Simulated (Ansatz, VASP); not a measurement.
One calculation of Au, two programs

File INCAR:

```
SYSTEM = Au
ALGO = Normal
EDIFF = 1E-6
ENCUT = 520
GGA = PE
ISIF = 2
ISMEAR = -1
LASPH = .TRUE.
LCHARG = .TRUE.
LELF = .TRUE.
LREAL = .FALSE.
LVHAR = .TRUE.
LWAVE = .FALSE.
NBANDS = 18
NELM = 80
PREC = Accurate
SIGMA = 0.03
```

The input KPOINTS:

```
k-points
0
G
  14 14 8
  0 0 0
```

Contents of POSCAR:

```
Au
1.0
    2.8805347474      0.0000000000      0.0000000000
   -1.4402673737      2.4946162678      0.0000000000
    0.0000000000      0.0000000000      4.8472473353
Au
2
Direct
    0.3333333333      0.6666666667      0.7500000000
    0.6666666667      0.3333333333      0.2500000000
```

Input for Ansatz:

```yaml
crystal:
  lattice:
    - [2.8805347474, 0.0, 0.0]
    - [-1.4402673737, 2.4946162678, 0.0]
    - [0.0, 0.0, 4.8472473353]
  atoms:
    - { symbol: Au, position: [0.3333333333, 0.6666666667, 0.75] }
    - { symbol: Au, position: [0.6666666667, 0.3333333333, 0.25] }
kpoints:
  mp_grid: { grid: [14, 14, 8] }
  band_path:
    path:
      - [0.0, 0.0, 0.0]
      - [0.5, 0.0, 0.0]
      - [0.3333333333, 0.3333333333, 0.0]
      - [0.0, 0.0, 0.0]
      - [0.0, 0.0, 0.5]
      - [0.5, 0.0, 0.5]
      - [0.3333333333, 0.3333333333, 0.5]
      - [0.0, 0.0, 0.5]
      - [0.5, 0.0, 0.5]
    npoints: 5
scf:
  occupations: { method: fermi_dirac, width: 0.03 }
hamiltonian:
  xc: pbe
  pseudopotentials: { kind: all_electron, lapw: { basis_error: 0.0005 } }
output:
  forces: true
  stress: true
  eigenvalues: true
```

Change from the starting cell: volume scaled by 0.98.

Alike in both runs: task single point; functional PBE; k mesh 14 × 14 × 8; occupations fermi-dirac, width 0.03 eV; no spin polarisation.

|  | VASP | Ansatz |
| --- | --- | --- |
| version | VASP 6.6.1 | Ansatz 0.2.0 |
| potentials or method | VASP PAW PBE potentials, release 64 (Au), cutoff 520 eV | all-electron LAPW, scalar-relativistic |

|  | VASP | Ansatz | Ansatz less VASP |
| --- | --- | --- | --- |
| pressure (GPa) | 4.9 | 5.1 | +0.22 |
| traceless stress, the component that is largest in VASP (GPa) | -0.64 | -0.64 | +0.010 |

Ansatz ran all-electron here, and VASP with PAW potentials.

Neither program's run includes spin-orbit coupling.
